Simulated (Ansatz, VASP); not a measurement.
**One calculation of HfO2, two programs**

The input INCAR:

```
SYSTEM = HfO2
PREC = Accurate
ENCUT = 520
EDIFF = 1E-7
ISMEAR = 0
SIGMA = 0.01
LREAL = .False.
LASPH = .True.
NELM = 60
ALGO = Normal
ISIF = 2
LWAVE = .False.
LCHARG = .False.
GGA = PE
IVDW = 13
NBANDS = 18
```

The input KPOINTS:

```
Automatic mesh
0
Gamma
  6 6 6
  0 0 0
```

Contents of POSCAR:

```
HfO2
1.0
    0.0000000000      2.4873959231      2.4873959231
    2.4873959231      0.0000000000      2.4873959231
    2.4873959231      2.4873959231      0.0000000000
Hf O
1 2
Direct
    0.0000000000      0.0000000000      0.0000000000
    0.2500000000      0.2500000000      0.2500000000
    0.7500000000      0.7500000000      0.7500000000
```

Input for Ansatz:

```yaml
crystal:
  lattice:
    - [0.0, 2.4873959230547245, 2.4873959230547245]
    - [2.4873959230547245, 0.0, 2.4873959230547245]
    - [2.4873959230547245, 2.4873959230547245, 0.0]
  atoms:
    - { symbol: Hf, position: [0.0, 0.0, 0.0] }
    - { symbol: O, position: [0.25, 0.25, 0.25] }
    - { symbol: O, position: [0.75, 0.75, 0.75] }
basis:
  ecutwfc: 550.0
kpoints:
  mp_grid:
    grid: [6, 6, 6]
hamiltonian:
  xc: pbe
  dispersion: d4
scf:
  occupations:
    method: fixed
output:
  stress: true
```

Alike in both runs: task single point; functional PBE; dispersion D4; k mesh 6 × 6 × 6; no spin polarisation.

```csv
,VASP,Ansatz
version,VASP 6.6.1,Ansatz 0.2.0
potentials or method,"VASP PAW PBE potentials, release 64 (Hf_pv, O), cutoff 520 eV","plane waves, PAW"
occupations,"gaussian, width 0.01 eV",fixed
valence electrons in the cell,22,38
```

|  | VASP | Ansatz | Ansatz less VASP |
| --- | --- | --- | --- |
| pressure (GPa) | 12.8 | 17.1 | +4.30 |

One of these differences is far larger than is usual between the two programs; its cause wasn't traced. VASP's potentials hold 22 valence electrons a cell and Ansatz's 38, so a difference there can come from the potentials and not from the codes.

Spin-orbit coupling is off throughout.
